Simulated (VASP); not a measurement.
A run of VASP 6.6.1 is set up as follows.

Contents of INCAR:

```
ALGO     = Normal         # electronic algorithm
EDIFF    = 1E-8           # SCF threshold, eV
ENCUT    = 400            # plane-wave cutoff, eV
GGA      = PS             # functional
GGA_COMPAT= F            
ISIF     = 2              # what is computed and relaxed
ISMEAR   = -1             # smearing method
LASPH    = T              # aspherical terms in the spheres
LCHARG   = F              # write CHGCAR
LEFG     = T            
LREAL    = F              # projectors in reciprocal space
LWAVE    = F              # write WAVECAR
NBANDS   = 15             # bands
NELM     = 120            # most SCF steps
PREC     = Accurate       # precision mode
SIGMA    = 0.03           # smearing width, eV
```

KPOINTS

```
k-points
0
Gamma
  7 7 7
```

POSCAR

```
SrTe
1.0
    0.0000000000      2.7495072504      2.7495072504
    2.7495072504      0.0000000000      2.7495072504
    2.7495072504      2.7495072504      0.0000000000
Sr Te
1 1
Direct
    0.0000000000      0.0000000000      0.0000000000
    0.5000000000      0.5000000000      0.5000000000
```

Potentials or basis: VASP PAW PBE potentials, release 64 (Sr_sv, Te).

Command:

```console
$ cat potpaw_PBE.64/Sr_sv/POTCAR potpaw_PBE.64/Te/POTCAR > POTCAR
$ mpirun -np 1 vasp_std > vasp.out
```

Q: Predict the pressure.

A: 61.2 GPa.

Q: Estimate the band gap on the k mesh.

A: Zero (band 8 reaches 8.61 eV, above the bottom of band 9 at 7.62 eV).

Caveat: without QUAD_EFG the Cq values of the log hold for a quadrupole moment of 1 mb, not for the nuclei; the PAW data sets were made with another functional, which shifts forces and pressure a little; spin-orbit coupling is left out, which moves the levels of the heavy elements.
